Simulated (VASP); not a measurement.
Cd, 1 atom in the cell. Symmetry: Im-3m, No. 229, cubic system. Conventional cell: a = 3.569 Å, b = 3.569 Å, c = 3.569 Å, α = 90.00°, β = 90.00°, γ = 90.00°. Cd (site symmetry m-3m) has 14 Cd at 3.09 to 3.57 Å within 4.1 Å. 

- Program: VASP 6.6.1
- Task: single point
- Functional: LDA
- Potentials or basis: VASP PAW LDA potentials, release 64 (Cd)
- Cutoff: 520 eV
- k mesh: 12 × 12 × 12
- Occupations: gaussian, width 0.025 eV
- Spin: no spin polarisation
- Dipole correction: no
- Further INCAR settings: ALGO = Normal; EDIFF = 1e-07; NBANDS = 12

Potentials or basis: VASP PAW LDA potentials, release 64 (Cd).

Command:

```sh
$ cat potpaw_LDA.64/Cd/POTCAR > POTCAR
$ mpirun -np 1 vasp_std > vasp.out
```

Hardware: 1 thread of AMD EPYC 7R13, with other jobs on the host.

Problem. Estimate the wall time of this run.

Solution. Wall time 30 s on 1 thread of AMD EPYC 7R13, on a shared host, peak memory 0.11 GiB. Counts: scf iterations 11, k points 72.
